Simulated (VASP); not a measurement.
Here is a VASP 6.6.1 calculation.

Contents of POSCAR:

```
Ca2C
1.0
    0.0000000000      3.1285803947      3.1285803947
    3.1285803947      0.0000000000      3.1285803947
    3.1285803947      3.1285803947      0.0000000000
C Ca
1 2
Direct
    0.0000000000      0.0000000000      0.0000000000
    0.2500000000      0.2500000000      0.2500000000
    0.7500000000      0.7500000000      0.7500000000
```

Contents of INCAR.step1:

```
ALGO = Normal
EDIFF = 1E-5
ENCUT = 520
GGA = PE
GGA_COMPAT = F
ISIF = 2
ISMEAR = 0
LASPH = T
LCHARG = F
LREAL = F
LWAVE = T
NBANDS = 19
NELM = 120
PREC = Accurate
SIGMA = 0.01
```

Contents of INCAR.step2:

```
AEXX = 0.35
ALGO = Normal
EDIFF = 1E-6
ENCUT = 520
GGA = PE
GGA_COMPAT = F
HFSCREEN = 0.5
ISIF = 2
ISMEAR = 0
ISTART = 1
LASPH = T
LCHARG = F
LHFCALC = T
LREAL = F
LWAVE = F
NBANDS = 19
NELM = 120
PREC = Accurate
PRECFOCK = Normal
SIGMA = 0.01
```

The input KPOINTS:

```
k-points
0
Gamma
  4 4 4
```

Potentials or basis: VASP PAW PBE potentials, release 64 (C, Ca_sv).

The run is started by

```bash
$ cat potpaw_PBE.64/C/POTCAR potpaw_PBE.64/Ca_sv/POTCAR > POTCAR
$ cp INCAR.step1 INCAR
$ mpirun -np 1 vasp_std > vasp.out
$ cp INCAR.step2 INCAR
$ mpirun -np 1 vasp_std > vasp.out
```

Question: Predict the band gap on the k mesh.

Answer: 0.56 eV.

Question: Predict the pressure.

Answer: 0.7 GPa.

Caveat: the k points lie up to 0.43 Å⁻¹ apart; the structure was generated, so it needn't be the stable form of Ca2C; the PAW data sets were made with another functional, which shifts forces and pressure a little. A k mesh can miss the band edges.
